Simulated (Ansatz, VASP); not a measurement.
# One calculation of TaSi2, two programs

```
CELL_PARAMETERS angstrom
4.76099 0.00000 0.00000
-2.38050 4.12314 0.00000
0.00000 0.00000 6.55614
ATOMIC_POSITIONS crystal
Ta 0.50000 0.00000 0.00000
Ta 0.50000 0.50000 0.66667
Ta 0.00000 0.50000 0.33333
Si 0.15928 0.31857 0.00000
Si 0.84072 0.15928 0.66667
Si 0.68143 0.84072 0.33333
Si 0.84072 0.68143 0.00000
Si 0.15928 0.84072 0.66667
Si 0.31857 0.15928 0.33333
```

Alike in both runs: functional PBEsol; k mesh 12 × 12 × 6; occupations gaussian, width 0.1 eV; no spin polarisation.

Ansatz relaxed the structure, and its values are those at the end. VASP's run is a single point on that final structure, the one shown.

|  | VASP | Ansatz |
| --- | --- | --- |
| version | VASP 6.6.1 | Ansatz 0.2.0 |
| potentials or method | VASP PAW PBE potentials, release 64 (Ta_pv, Si), cutoff 520 eV | scalar-relativistic, plane waves, PAW |
| valence electrons in the cell | 57 | 63 |

Ansatz gave:

```
gap on the k mesh at the Fermi level (eV) : none
pressure (GPa)                            : 0.0
```

Problem. Estimate VASP's values.

Solution. gap on the k mesh at the Fermi level (eV): none; pressure (GPa): 0.3.

VASP's potentials were made for PBE, not for PBEsol. A gap of «none» marks a metal or a gap that the smearing closes. VASP's potentials hold 57 valence electrons a cell and Ansatz's 63, so a difference there can come from the potentials and not from the codes.

Neither program's run includes spin-orbit coupling.
